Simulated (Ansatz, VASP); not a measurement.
# Fe4Pt in VASP and in Ansatz

```
Fe Pt
1.0
     2.07964    1.20068    4.21841
    -2.07964    1.20068    4.21841
     0.00000   -2.40136    4.21841
Fe Pt
4 1
Direct
  0.59042 0.59042 0.59042
  0.40490 0.40490 0.40490
  0.79443 0.79443 0.79443
  0.20691 0.20691 0.20691
  0.00335 0.00335 0.00335
```

Alike in both runs: functional PBE; k mesh 6 × 6 × 6; occupations gaussian, width 0.1 eV; collinear spin.

Ansatz relaxed the structure, and its values are those at the end. VASP's run is a single point on that final structure, the one shown.

```csv
,VASP,Ansatz
version,VASP 6.6.1,Ansatz 0.2.0
potentials or method,"VASP PAW PBE potentials, release 64 (Fe, Pt), cutoff 520 eV","scalar-relativistic, plane waves, PAW"
valence electrons in the cell,42,82
```

Ansatz gave:

```
gap on the k mesh at the Fermi level (eV)                     : none
pressure (GPa)                                                : -0.1
rms of the force components (eV/Å)                            : 0.010
net moment per atom (μB)                                      : 1.08
size of the moment on the site where the two differ most (μB) : 2.41
```

Q: What did VASP give for the same quantities?

A: gap on the k mesh at the Fermi level (eV): none; pressure (GPa): -3.7; rms of the force components (eV/Å): 0.074; net moment per atom (μB): 1.43; size of the moment on the site where the two differ most (μB): 0.80.

The net moments are unlike, so the other rows may belong to different states. Site moments also hang on the region over which each program counts them. A gap of «none» marks a metal or a gap that the smearing closes. VASP's potentials hold 42 valence electrons a cell and Ansatz's 82, so a difference there can come from the potentials and not from the codes.

Neither program's run includes spin-orbit coupling.
